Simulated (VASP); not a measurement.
Zr2NbN3:

```xyz
6
Lattice="3.3062 0.0000 0.0000 0.0000 3.3062 0.0000 0.0000 0.0000 7.2973" Properties=species:S:1:pos:R:3 pbc="T T T"
Zr    0.0000    1.6531    5.3745
Zr    1.6531    0.0000    1.9228
Nb    0.0000    0.0000    0.0000
N     1.6531    1.6531    0.0000
N     0.0000    1.6531    2.7985
N     1.6531    0.0000    4.4988
```

The cell was generated, and may not be a known phase.

| Item | Value |
| --- | --- |
| Program | VASP 6.6.1 |
| Task | relaxation of cell and atoms |
| Functional | PBE |
| Potentials or basis | VASP PAW PBE potentials, release 64 (Zr_sv, Nb_sv, N) |
| Cutoff | 600 eV |
| k mesh | 6 × 6 × 4 |
| Occupations | gaussian, width 0.1 eV |
| Spin | no spin polarisation |

At the start: pressure -8.6 GPa; volume 13.29 Å³/atom.

Q: How do energy, volume and symmetry change on relaxing?

A: Over 19 steps the energy falls by 1151.9 meV/atom and the volume is 13.50 Å³/atom (+1.6 %); space group P-4m2 (No. 115, to 0.1 Å) before and after.

Step by step:
```tsv
step	energy change (eV)	largest force (eV/Å)	pressure (GPa)	volume (Å³)
1	0.0000	7.9993	-8.55	79.77
2	-5.6953	2.9509	12.33	71.56
3	-5.9034	1.6518	23.34	69.93
4	-6.3868	0.7091	-16.80	86.42
5	-6.7304	0.7397	-4.48	79.39
6	-6.8629	0.3988	2.22	79.57
7	-6.8646	0.4078	1.49	79.56
8	-6.8820	0.3607	-0.93	80.94
9	-6.8833	0.3430	-1.73	81.43
10	-6.8954	0.2533	-0.61	81.44
11	-6.8990	0.2042	0.39	81.45
12	-6.9041	0.1605	-0.34	81.68
13	-6.9053	0.1384	-0.89	81.86
14	-6.9083	0.1546	0.14	81.40
15	-6.9084	0.1580	0.44	81.26
16	-6.9101	0.0805	-0.03	81.22
17	-6.9101	0.0847	-0.08	81.22
18	-6.9107	0.0624	-0.01	81.16
19	-6.9111	0.0156	0.15	81.02
```

Final structure:
```xyz
6
Lattice="3.0977 0.0000 0.0000 0.0000 3.0977 0.0000 0.0000 0.0000 8.4433" Properties=species:S:1:pos:R:3 pbc="T T T"
Zr    0.0000    1.5488    5.4526
Zr    1.5488    0.0000    2.9907
Nb    0.0000    0.0000    0.0000
N     1.5488    1.5488    0.0000
N     0.0000    1.5488    3.2078
N     1.5488    0.0000    5.2356
```

Caveat: a cell axis changed by over 15 % at a fixed basis, so the end point is rough.
